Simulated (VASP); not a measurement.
# SrO (Fm-3m) in VASP: notebook

Aim: see how the results for SrO move with the level of theory and the settings. Levels: r2SCAN, r2SCAN+rVV10. Tasks: single point.

Program: VASP 6.6.1. These are calculated values, not measurements. Logs are shortened: lines on timing, memory, paths and dates and some standing lists are left out, and cuts for length are marked.

**1. The cell of the first run**

It takes space group Fm-3m (No. 225, cubic). Conventional cell: a = 5.140 Å, b = 5.140 Å, c = 5.140 Å, α = 90.00°, β = 90.00°, γ = 90.00°. Sr (site symmetry m-3m) has 6 O at 2.57 Å within 3.4 Å. Within 3.4 Å of O (site symmetry m-3m) lie 6 Sr at 2.57 Å.

**2. Single point, r2SCAN**

POSCAR reads:

```
SrO
1.0
    0.0000000000      2.5697984671      2.5697984671
    2.5697984671      0.0000000000      2.5697984671
    2.5697984671      2.5697984671      0.0000000000
Sr O
1 1
Direct
    0.5000000000      0.5000000000      0.5000000000
    0.0000000000      0.0000000000      0.0000000000
```

INCAR.step1 reads:

```
PREC = Accurate
ENCUT = 520
ISMEAR = 0
SIGMA = 0.05
LREAL = F
LASPH = T
NELM = 100
NBANDS = 15
GGA = PE
ALGO = Normal
EDIFF = 1E-4
LWAVE = T
LCHARG = F
```

INCAR.step2 reads:

```
PREC = Accurate
ENCUT = 520
EDIFF = 1E-6
ISMEAR = 0
SIGMA = 0.05
LREAL = F
LASPH = T
NELM = 100
ALGO = Normal
ISIF = 2
LWAVE = F
LCHARG = F
METAGGA = R2SCAN
LMIXTAU = T
NBANDS = 15
ISTART = 1
```

KPOINTS reads:

```
Automatic mesh
0
Gamma
  8 8 8
```

Potentials or basis: VASP PAW PBE potentials, release 64 (Sr_sv, O).

Run with:

```bash
$ cat potpaw_PBE.64/Sr_sv/POTCAR potpaw_PBE.64/O/POTCAR > POTCAR
$ cp INCAR.step1 INCAR
$ mpirun -np 1 vasp_std > vasp.out
$ cp INCAR.step2 INCAR
$ mpirun -np 1 vasp_std > vasp.out
```

OUTCAR:

```text
PREC = Accurate
   ENCUT = 520
   EDIFF = 1E-6
   ISMEAR = 0
   LREAL = F
   LASPH = T
   NELM = 100
   ISIF = 2
   METAGGA = R2SCAN
   ISTART = 1

 ion  position               nearest neighbor table
   1  0.500  0.500  0.500-   2 2.57   2 2.57   2 2.57   2 2.57   2 2.57   2 2.57
   2  0.000  0.000  0.000-   1 2.57   1 2.57   1 2.57   1 2.57   1 2.57   1 2.57

  LATTYP: Found a face centered cubic cell.
 ALAT       =     5.1395969342

  Lattice vectors:

 A1 = (   0.0000000000,   2.5697984671,   2.5697984671)
 A2 = (   2.5697984671,   0.0000000000,   2.5697984671)
 A3 = (   2.5697984671,   2.5697984671,   0.0000000000)

Analysis of symmetry for initial positions (statically):
=====================================================================
 Subroutine PRICEL returns:
 Original cell was already a primitive cell.

 Routine SETGRP: Setting up the symmetry group for a
 face centered cubic supercell.

 Subroutine GETGRP returns: Found 48 space group operations
 (whereof 48 operations were pure point group operations)
 out of a pool of 48 trial point group operations.

The static configuration has the point symmetry O_h .

Analysis of symmetry for dynamics (positions and initial velocities):
=====================================================================
 Subroutine PRICEL returns:
 Original cell was already a primitive cell.

 Routine SETGRP: Setting up the symmetry group for a
 face centered cubic supercell.

 Subroutine GETGRP returns: Found 48 space group operations
 (whereof 48 operations were pure point group operations)
 out of a pool of 48 trial point group operations.

The dynamic configuration has the point symmetry O_h .

 Subroutine INISYM returns: Found 48 space group operations
 (whereof 48 operations are pure point group operations),
 and found     1 'primitive' translations

----------------------------------------------------------------------------------------

                                     Primitive cell

  volume of cell :      33.9412

  direct lattice vectors                    reciprocal lattice vectors
     0.000000000  2.569798467  2.569798467    -0.194567787  0.194567787  0.194567787
     2.569798467  0.000000000  2.569798467     0.194567787 -0.194567787  0.194567787
     2.569798467  2.569798467  0.000000000     0.194567787  0.194567787 -0.194567787

  length of vectors
     3.634243845  3.634243845  3.634243845     0.337001292  0.337001292  0.337001292

  position of ions in fractional coordinates (direct lattice)
     0.500000000  0.500000000  0.500000000
     0.000000000  0.000000000  0.000000000

  ion indices of the primitive-cell ions
   primitive index   ion index
                 1           1
                 2           2

----------------------------------------------------------------------------------------

 KPOINTS: Automatic mesh

Automatic generation of k-mesh.
 Grid dimensions read from file:
 generate k-points for:    8    8    8

 Generating k-lattice:

  Cartesian coordinates                     Fractional coordinates (reciprocal lattice)
    -0.024320973  0.024320973  0.024320973     0.125000000  0.000000000  0.000000000
     0.024320973 -0.024320973  0.024320973     0.000000000  0.125000000  0.000000000
     0.024320973  0.024320973 -0.024320973     0.000000000  0.000000000  0.125000000

  Length of vectors
     0.042125162  0.042125162  0.042125162

  Shift w.r.t. Gamma in fractional coordinates (k-lattice)
     0.000000000  0.000000000  0.000000000

 Subroutine IBZKPT returns following result:
 ===========================================

 Found     29 irreducible k-points:

 Following reciprocal coordinates:
            Coordinates               Weight
  0.000000  0.000000  0.000000      1.000000
  0.125000  0.000000  0.000000      8.000000
  0.250000  0.000000  0.000000      8.000000
  0.375000  0.000000  0.000000      8.000000
  0.500000  0.000000  0.000000      4.000000
  0.125000  0.125000  0.000000      6.000000
[... 16 lines left out ...]
  0.500000  0.250000  0.125000     48.000000
 -0.375000  0.250000  0.125000     24.000000
 [... further k-points ...]
   k-points           NKPTS =     29   k-points in BZ     NKDIM =     29   number of bands    NBANDS=     15
   number of dos      NEDOS =    301   number of ions     NIONS =      2
   total plane-waves  NPLWV =  21952
   dimension x,y,z NGX =    28 NGY =   28 NGZ =   28
   dimension x,y,z NGXF=    56 NGYF=   56 NGZF=   56
   ions per type =               1   1
   NGX,Y,Z   is equivalent  to a cutoff of  12.81, 12.81, 12.81 a.u.
   NGXF,Y,Z  is equivalent  to a cutoff of  25.62, 25.62, 25.62 a.u.
 SYSTEM =  unknown system
   PREC   = accura    normal or accurate (medium, high low for compatibility)
   ISTART =      1    job   : 0-new  1-cont  2-samecut
   ICHARG =      0    charge: 1-file 2-atom 10-const
   ISPIN  =      1    spin polarized calculation?
   LNONCOLLINEAR =      F non collinear calculations
   LSORBIT =      F    spin-orbit coupling
   LASPH  =      T    aspherical Exc in radial PAW
   ENCUT  =  520.0 eV  38.22 Ry    6.18 a.u.   6.76  6.76  6.76*2*pi/ulx,y,z
   NELM   =    100;   NELMIN=  2; NELMDL=  0     # of ELM steps
   EDIFF  = 0.1E-05   stopping-criterion for ELM
   LREAL  =      F    real-space projection
   EDIFFG = 0.1E-04   stopping-criterion for IOM
   NSW    =      0    number of steps for IOM
   IBRION =     -1    ionic relax: 0-MD 1-quasi-New 2-CG
   NFREE  =      0    steps in history (QN), initial steepest desc. (CG)
   ISIF   =      2    stress and relaxation
   ISYM   =      2    0-nonsym 1-usesym 2-fastsym
   POTIM  = 0.5000    time-step for ionic-motion
   TEBEG  =    0.0;   TEEND  =   0.0 temperature during run
   PSTRESS=    0.0 pullay stress
   NELECT =      16.0000    total number of electrons
   NUPDOWN=      -1.0000    fix difference up-down
   EMIN   =  10.00;   EMAX   =-10.00  energy-range for DOS
   EFERMI =   0.00;   METHOD = LEGACY
   ISMEAR =     0;   SIGMA  =   0.05  broadening in eV -4-tet -1-fermi 0-gaus
   EFERMI_NEDOS =   21; number of points for ismear=-14 and -15
   IALGO  =     38    algorithm
   IMIX   =      4    mixing-type and parameters
     AMIX     =   0.40;   BMIX     =  1.00
     AMIX_MAG =   1.60;   BMIX_MAG =  1.00
  volume/ion in A,a.u.               =      16.97       114.52
  Fermi-wavevector in a.u.,A,eV,Ry     =   1.274107  2.407712 22.086985  1.623348
  Thomas-Fermi vector in A             =   2.406893
   LORBIT       =      0    0 simple, 1 ext, 2 COOP (PROOUT), +10 PAW based schemes
   METAGGA = R2SCAN    functional components
   LHFCALC =     F    Hartree Fock is set to
   AEXX    =    0.0000 exact exchange contribution
   IVDW    =     0    specifies the selected vdW correction
   LEPSILON=     F    determine dielectric tensor
   LRPA    =     F    only Hartree local field effects (RPA)
 non-spin polarized calculation
 Gauss-broadening in eV      SIGMA  =   0.05
  energy-cutoff  :      520.00
  volume of cell :       33.94
 maximum number of plane-waves:       941
   NGX = 13   NGY = 13   NGZ = 13

 number of electron      15.9999997 magnetization

 Free energy of the ion-electron system (eV)
  ---------------------------------------------------
  ext. energy  EPLUGINS =         0.00000000
  ---------------------------------------------------
  free energy    TOTEN  =       -27.05261714 eV

  energy without entropy =      -27.05261714  energy(sigma->0) =      -27.05261714

 E-fermi :   1.6667     XC(G=0): -10.5933

 val. band max:        1.3482826532   @ k =   0.0000   0.0000   0.0000
 cond. band min:       5.0901039438   @ k =   0.5000   0.5000   0.0000
 fundamental gap:      3.7418212906
 Fermi energy:         1.6666940811

 k-point     1 :       0.0000    0.0000    0.0000
  band No.  band energies     occupation
      1     -32.1181      2.00000
      2     -14.6816      2.00000
      3     -13.1398      2.00000
      4     -13.1398      2.00000
      5     -13.1398      2.00000
      6       1.3483      2.00000
      7       1.3483      2.00000
      8       1.3483      2.00000
      9       6.0185      0.00000
     10       8.1292      0.00000
     11       8.1292      0.00000
     12       8.1292      0.00000
     13      10.4535      0.00000
     14      10.4535      0.00000
     15      14.6550      0.00000

 k-point     2 :       0.1250    0.0000    0.0000
  band No.  band energies     occupation
      1     -32.0978      2.00000
      2     -14.9714      2.00000
      3     -13.1513      2.00000
      4     -13.1513      2.00000
      5     -12.8993      2.00000
      6       0.9225      2.00000
      7       1.1541      2.00000
      8       1.1541      2.00000
      9       6.7025      0.00000
     10       7.9680      0.00000
     11       8.4418      0.00000
     12       8.4418      0.00000
     13      10.8681      0.00000
     14      10.8681      0.00000
     15      15.6779      0.00000

 k-point     3 :       0.2500    0.0000    0.0000
  band No.  band energies     occupation
      1     -32.0484      2.00000
      2     -15.4876      2.00000
      3     -13.1787      2.00000
      4     -13.1787      2.00000
      5     -12.5034      2.00000
      6       0.1175      2.00000
      7       0.7318      2.00000
      8       0.7318      2.00000
      9       7.8916      0.00000
     10       8.2474      0.00000
     11       9.2911      0.00000
     12       9.2911      0.00000
     13      11.9086      0.00000
     14      11.9086      0.00000
     15      17.7223      0.00000

 k-point     4 :       0.3750    0.0000    0.0000
  band No.  band energies     occupation
      1     -31.9983      2.00000
      2     -15.8929      2.00000
      3     -13.2056      2.00000
      4     -13.2056      2.00000
      5     -12.2188      2.00000
      6      -0.5302      2.00000
      7       0.3592      2.00000
      8       0.3592      2.00000
      9       8.2196      0.00000
     10       9.7698      0.00000
     11      10.3312      0.00000
     12      10.3312      0.00000
     13      13.1960      0.00000
     14      13.1960      0.00000
     15      17.7486      0.00000
[... 307 lines left out ...]
 k-point    22 :       0.3750    0.2500    0.1250
  band No.  band energies     occupation
      1     -32.0127      2.00000
      2     -15.5073      2.00000
      3     -13.3951      2.00000
      4     -13.2366      2.00000
      5     -12.5506      2.00000
      6      -0.0895      2.00000
      7       0.6584      2.00000
      8       1.0814      2.00000
      9       6.9244      0.00000
     10       8.5859      0.00000
     11      10.1858      0.00000
     12      10.5779      0.00000
     13      12.0567      0.00000
     14      12.9084      0.00000
     15      18.9098      0.00000

 k-point    23 :       0.5000    0.2500    0.1250
  band No.  band energies     occupation
      1     -31.9731      2.00000
      2     -15.6659      2.00000
      3     -13.4986      2.00000
      4     -13.3120      2.00000
      5     -12.4891      2.00000
      6      -0.1571      2.00000
      7       0.4188      2.00000
      8       0.8390      2.00000
      9       7.4374      0.00000
     10       9.1646      0.00000
     11      10.9615      0.00000
     12      11.0564      0.00000
     13      13.1968      0.00000
     14      14.1518      0.00000
     15      16.6728      0.00000

 k-point    24 :      -0.3750    0.2500    0.1250
  band No.  band energies     occupation
      1     -31.9565      2.00000
      2     -15.7291      2.00000
      3     -13.5195      2.00000
      4     -13.3691      2.00000
      5     -12.4624      2.00000
      6      -0.1916      2.00000
      7       0.4901      2.00000
      8       0.5704      2.00000
      9       8.2691      0.00000
     10       8.6464      0.00000
     11      11.3782      0.00000
     12      11.4908      0.00000
     13      13.7187      0.00000
     14      15.0452      0.00000
     15      15.7631      0.00000

 [... further k-points ...]
[... 5 lines left out ...]
  --------------------------------------------------------------------------------------
  -------------------------------------------------------------------------------------
  Total        0.3575650      0.3575650      0.3575650     -0.0000000      0.0000000     -0.0000000
  in kB       16.8786779     16.8786779     16.8786779     -0.0000000      0.0000000     -0.0000000
  external PRESSURE =      16.8786779 kB  Pullay stress =       0.0000000 kB

 VOLUME and BASIS-vectors are now :
 -----------------------------------------------------------------------------
  energy-cutoff  :      520.00
  volume of cell :       33.94
      direct lattice vectors                 reciprocal lattice vectors
     0.000000000  2.569798467  2.569798467    -0.194567787  0.194567787  0.194567787
     2.569798467  0.000000000  2.569798467     0.194567787 -0.194567787  0.194567787
     2.569798467  2.569798467  0.000000000     0.194567787  0.194567787 -0.194567787

 POSITION                                       TOTAL-FORCE (eV/Angst)
 -----------------------------------------------------------------------------------
      2.56980      2.56980      2.56980         0.000000      0.000000      0.000000
      0.00000      0.00000      0.00000        -0.000000     -0.000000     -0.000000
 -----------------------------------------------------------------------------------
    total drift:                                0.000000      0.000000      0.000000

  FREE ENERGIE OF THE ION-ELECTRON SYSTEM (eV)
  ---------------------------------------------------
  free  energy   TOTEN  =       -27.0526171389 eV

  energy  without entropy=      -27.0526171389  energy(sigma->0) =      -27.05261714
```

Run time: 64 s. Hardware: 1 thread of AMD EPYC 7R13 (Zen 3), shared host; peak memory 0.14 GiB.

Results:

```
Free energy            : -27.0526 eV
Pressure               : 1.7 GPa
Band gap on the k mesh : 3.74 eV, indirect (least direct gap 3.83 eV)
```

Levels at points of the mesh, in eV from the valence-band top:
```
           k point  band 5  band 6  band 7  band 8  band 9  band 10  band 11  band 12
(0.00, 0.00, 0.00)  -14.49    0.00    0.00    0.00    4.67     6.78     6.78     6.78
(0.50, 0.00, 0.00)  -13.47   -2.12   -1.13   -1.13    7.12     9.09     9.49     9.49
(0.50, 0.50, 0.00)  -14.85   -0.43   -0.08   -0.08    3.74     8.53    10.93    11.13
```

Caveat: the PAW data sets were made with another functional, which shifts forces and pressure a little. A k mesh can miss the band edges.

(Continued in part 2 of 2.)
